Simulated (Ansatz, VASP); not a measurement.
GaP in VASP and in Ansatz

The input POSCAR:

```
GaP
1.0
    0.0000000000      2.7150735732      2.7150735732
    2.7150735732      0.0000000000      2.7150735732
    2.7150735732      2.7150735732      0.0000000000
Ga P
1 1
Direct
    0.0000000000      0.0000000000      0.0000000000
    0.7500000000      0.7500000000      0.7500000000
```

File INCAR.step1:

```
SYSTEM = GaP
ALGO = Normal
EDIFF = 1E-4
ENCUT = 520
GGA = PE
ISMEAR = 0
LASPH = .TRUE.
LCHARG = .FALSE.
LREAL = .FALSE.
LWAVE = .TRUE.
NBANDS = 16
NELM = 100
PREC = Accurate
SIGMA = 0.05
```

INCAR.step2

```
SYSTEM = GaP
ALGO = Normal
EDIFF = 1E-6
ENCUT = 520
ISIF = 2
ISMEAR = 0
ISTART = 1
IVDW = 13
LASPH = .TRUE.
LCHARG = .FALSE.
LMIXTAU = .TRUE.
LREAL = .FALSE.
LWAVE = .FALSE.
METAGGA = R2SCAN
NBANDS = 16
NELM = 100
PREC = Accurate
SIGMA = 0.05
VDW_A1 = 0.51559235
VDW_A2 = 5.77342911
VDW_S6 = 1.0
VDW_S8 = 0.6018749
```

KPOINTS

```
k-points
0
G
  8 8 8
  0 0 0
```

Input for Ansatz:

```yaml
crystal:
  lattice:
    - [0.0, 2.7150735732, 2.7150735732]
    - [2.7150735732, 0.0, 2.7150735732]
    - [2.7150735732, 2.7150735732, 0.0]
  atoms:
    - { symbol: Ga, position: [0.0, 0.0, 0.0] }
    - { symbol: P, position: [0.75, 0.75, 0.75] }
basis:
  ecutwfc: 500
  ecutrho_ratio: 4
kpoints:
  mp_grid: { grid: [8, 8, 8] }
hamiltonian:
  xc: r2scan
  dispersion: d4
scf:
  occupations: { method: gaussian, width: 0.05 }
output:
  forces: true
  stress: true
  eigenvalues: true
```

Alike in both runs: task single point; functional r2SCAN; dispersion D4; k mesh 8 × 8 × 8; occupations gaussian, width 0.05 eV; no spin polarisation.

|  | VASP | Ansatz |
| --- | --- | --- |
| version | VASP 6.6.1 | Ansatz 0.2.0 |
| potentials or method | VASP PAW PBE potentials, release 64 (Ga_d, P), cutoff 520 eV | scalar-relativistic, plane waves, PAW |
| valence electrons in the cell | 18 | 18 |

Ansatz gave:

| Property | Result |
| --- | --- |
| gap on the k mesh at the Fermi level (eV) | 1.88 |
| least direct gap on the mesh (eV) | 2.46 |
| pressure (GPa) | 0.0 |

Problem. What did VASP give for the same quantities?

Solution. gap on the k mesh at the Fermi level (eV): 1.88; least direct gap on the mesh (eV): 2.44; pressure (GPa): -0.1.

VASP's potentials were made for PBE, not for r2SCAN.
